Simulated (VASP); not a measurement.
A run of VASP 6.6.1:

Contents of POSCAR:

```
CoSi
1.0
    4.3832547130      0.0000000000      0.0000000000
    0.0000000000      4.3832547130      0.0000000000
    0.0000000000      0.0000000000      4.3832547130
Co Si
4 4
Direct
    0.1456191334      0.1456191334      0.1456191334
    0.3543808666      0.8543808666      0.6456191334
    0.6456191334      0.3543808666      0.8543808666
    0.8543808666      0.6456191334      0.3543808666
    0.8435807260      0.8435807260      0.8435807260
    0.6564192740      0.1564192740      0.3435807260
    0.3435807260      0.6564192740      0.1564192740
    0.1564192740      0.3435807260      0.6564192740
```

The input INCAR.step1:

```
SYSTEM = CoSi
ALGO = Normal ; EDIFF = 1E-4
ENCUT = 520 ; GGA = PE
ISMEAR = 0 ; LASPH = .TRUE.
LCHARG = .FALSE. ; LREAL = .FALSE.
LWAVE = .TRUE. ; NBANDS = 36
NELM = 60 ; PREC = Accurate
SIGMA = 0.1
```

File INCAR.step2:

```
SYSTEM = CoSi
ALGO = Normal ; EDIFF = 1E-7
ENCUT = 520 ; ISIF = 2
ISMEAR = 0 ; ISTART = 1
LASPH = .TRUE. ; LCHARG = .TRUE.
LELF = .TRUE. ; LMIXTAU = .TRUE.
LREAL = .FALSE. ; LVHAR = .TRUE.
LWAVE = .FALSE. ; METAGGA = R2SCAN
NBANDS = 36 ; NELM = 60
PREC = Accurate ; SIGMA = 0.1
```

The input KPOINTS:

```
k-points
0
G
  8 8 8
  0 0 0
```

Potentials or basis: VASP PAW PBE potentials, release 64 (Co, Si).

Launch:

```sh
$ cat potpaw_PBE.64/Co/POTCAR potpaw_PBE.64/Si/POTCAR > POTCAR
$ cp INCAR.step1 INCAR
$ mpirun -np 1 vasp_std > vasp.out
$ cp INCAR.step2 INCAR
$ mpirun -np 1 vasp_std > vasp.out
```

Hardware: 1 thread of Intel(R) Xeon(R) 6975P-C (Granite Rapids), on a shared host.

Estimate the wall time of this run.

Run time: 3.5 min on 1 thread of Intel(R) Xeon(R) 6975P-C (Granite Rapids) (shared host), peak memory 0.28 GiB. Counts: k points 45.
